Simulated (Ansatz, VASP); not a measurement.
## Two plane-wave programs on Zr3SiO8

Contents of POSCAR:

```
Zr3SiO8
1.0
    3.5553125826     -3.5553125826      0.0000000000
    3.5553125826      3.5553125826      0.0000000000
    0.0000000000      0.0000000000      5.0291280170
Si Zr O
1 3 8
Direct
    0.5000000000      0.5000000000      0.0000000000
    0.0000000000      0.0000000000      0.0000000000
    0.0000000000      0.5000000000      0.5000000000
    0.5000000000      0.0000000000      0.5000000000
    0.8050336102      0.1949663898      0.3050709787
    0.1949663898      0.8050336102      0.3050709787
    0.3081348462      0.6918651538      0.8082005604
    0.6918651538      0.3081348462      0.8082005604
    0.8050336102      0.8050336102      0.6949290213
    0.1949663898      0.1949663898      0.6949290213
    0.3081348462      0.3081348462      0.1917994396
    0.6918651538      0.6918651538      0.1917994396
```

Contents of INCAR.step1:

```
  PREC = Accurate
  ENCUT = 520
  ISMEAR = 0
  SIGMA = 0.02
  LREAL = F
  LASPH = T
  NELM = 80
  NBANDS = 56
  GGA = PE
  ALGO = Normal
  EDIFF = 1E-4
  LWAVE = T
  LCHARG = F
```

The input INCAR.step2:

```
  PREC = Accurate
  ENCUT = 520
  EDIFF = 1E-6
  ISMEAR = 0
  SIGMA = 0.02
  LREAL = F
  LASPH = T
  NELM = 80
  ALGO = Normal
  ISIF = 2
  LWAVE = F
  LCHARG = F
  METAGGA = R2SCAN
  LMIXTAU = T
  NBANDS = 56
  ISTART = 1
```

The input KPOINTS:

```
Automatic mesh
0
Gamma
  6 6 4
```

Input for Ansatz:

```yaml
crystal:
  lattice:
    - [3.5553125826, -3.5553125826, 0.0]
    - [3.5553125826, 3.5553125826, 0.0]
    - [0.0, 0.0, 5.029128017]
  atoms:
    - { symbol: Si, position: [0.5, 0.5, 0.0] }
    - { symbol: Zr, position: [0.0, 0.0, 0.0] }
    - { symbol: Zr, position: [0.0, 0.5, 0.5] }
    - { symbol: Zr, position: [0.5, 0.0, 0.5] }
    - { symbol: O, position: [0.8050336102, 0.1949663898, 0.3050709787] }
    - { symbol: O, position: [0.1949663898, 0.8050336102, 0.3050709787] }
    - { symbol: O, position: [0.3081348462, 0.6918651538, 0.8082005604] }
    - { symbol: O, position: [0.6918651538, 0.3081348462, 0.8082005604] }
    - { symbol: O, position: [0.8050336102, 0.8050336102, 0.6949290213] }
    - { symbol: O, position: [0.1949663898, 0.1949663898, 0.6949290213] }
    - { symbol: O, position: [0.3081348462, 0.3081348462, 0.1917994396] }
    - { symbol: O, position: [0.6918651538, 0.6918651538, 0.1917994396] }
basis:
  ecutwfc: 500
kpoints:
  mp_grid: { grid: [6, 6, 4] }
  band_path: { path: [VBM, CBM], npoints: 2 }
hamiltonian:
  xc: r2scan
scf:
  occupations: { method: gaussian, width: 0.02 }
output:
  forces: true
  stress: true
  eigenvalues: true
checkpoint:
  read: start.run
  write: ck
  compress: false
  write_wavefunctions: false
  write_every: 100000
```

Alike in both runs: task single point; functional r2SCAN; k mesh 6 × 6 × 4; occupations gaussian, width 0.02 eV; no spin polarisation.

|  | VASP | Ansatz |
| --- | --- | --- |
| version | VASP 6.6.1 | Ansatz 0.2.0 |
| potentials or method | VASP PAW PBE potentials, release 64 (Si, Zr_sv, O), cutoff 520 eV | scalar-relativistic, plane waves, PAW |
| valence electrons in the cell | 88 | 88 |

|  | VASP | Ansatz | Ansatz less VASP |
| --- | --- | --- | --- |
| gap on the k mesh at the Fermi level (eV) | 4.39 | 4.40 | +0.014 |
| least direct gap on the mesh (eV) | 4.43 | 4.44 | +0.014 |
| pressure (GPa) | 0.5 | 0.0 | -0.41 |
| rms of the force components (eV/Å) | 0.017 | 0.000 | -0.0167 |

VASP's potentials were made for PBE, not for r2SCAN. Atom by atom the forces differ by 0.017 eV/Å (rms over components). With one functional, cell and mesh, what is left measures potentials, basis and numerics.
